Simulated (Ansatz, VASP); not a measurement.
**Two plane-wave programs on KTaO3**

```
CELL_PARAMETERS angstrom
4.10071 0.00000 0.00000
0.00000 4.10071 0.00000
0.00000 0.00000 3.77265
ATOMIC_POSITIONS crystal
K 0.50000 0.50000 0.50000
Ta 0.00000 0.00000 0.00000
O 0.50000 0.00000 0.00000
O 0.00000 0.50000 0.00000
O 0.00000 0.00000 0.50000
```

Alike in both runs: task single point; functional r2SCAN; k mesh 6 × 6 × 6; occupations gaussian, width 0.05 eV; no spin polarisation.

|  | VASP | Ansatz |
| --- | --- | --- |
| version | VASP 6.6.1 | Ansatz 0.2.0 |
| potentials or method | VASP PAW PBE potentials, release 64 (K_sv, Ta_sv_GW, O), cutoff 660 eV | scalar-relativistic, plane waves, PAW |
| valence electrons in the cell | 40 | 40 |

Ansatz gave:

```
gap on the k mesh at the Fermi level (eV)                     : 2.45
least direct gap on the mesh (eV)                             : 3.07
pressure (GPa)                                                : 3.1
traceless stress, the component that is largest in VASP (GPa) : 24.10
```

Estimate VASP's values.

gap on the k mesh at the Fermi level (eV): 2.44; least direct gap on the mesh (eV): 3.07; pressure (GPa): 3.2; traceless stress, the component that is largest in VASP (GPa): 24.51.

VASP's potentials were made for PBE, not for r2SCAN. The functional is the same, so the differences come from potentials, cutoffs and numerics.

Neither program's run includes spin-orbit coupling.
